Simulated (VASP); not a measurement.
The system is LiH.

```
Li H
1.0
     0.00000    2.00299    2.00299
     2.00299    0.00000    2.00299
     2.00299    2.00299    0.00000
Li H
1 1
Direct
  0.00000 0.00000 0.00000
  0.50000 0.50000 0.50000
```

Base run:

| Property | Result |
| --- | --- |
| Program | VASP 6.6.1 |
| Functional | r2SCAN |
| Potentials or basis | VASP PAW PBE potentials, release 64 (Li_sv, H) |
| Cutoff | 830 eV |
| k mesh | 8 × 8 × 8 |
| Occupations | gaussian, width 0.01 eV |
| Spin | no spin polarisation |

Its results: band gap on the k mesh 3.58 eV; pressure 0.0 GPa.

Question: The run is repeated on the same cell with these changes: functional from r2SCAN to PBEsol; cutoff from 830 eV to 750 eV. What comes out?

Answer: Band gap on the k mesh 2.75 eV; pressure -0.8 GPa.

Caveats: the PAW data sets were made with another functional, which shifts forces and pressure a little.

A k mesh can miss the band edges.
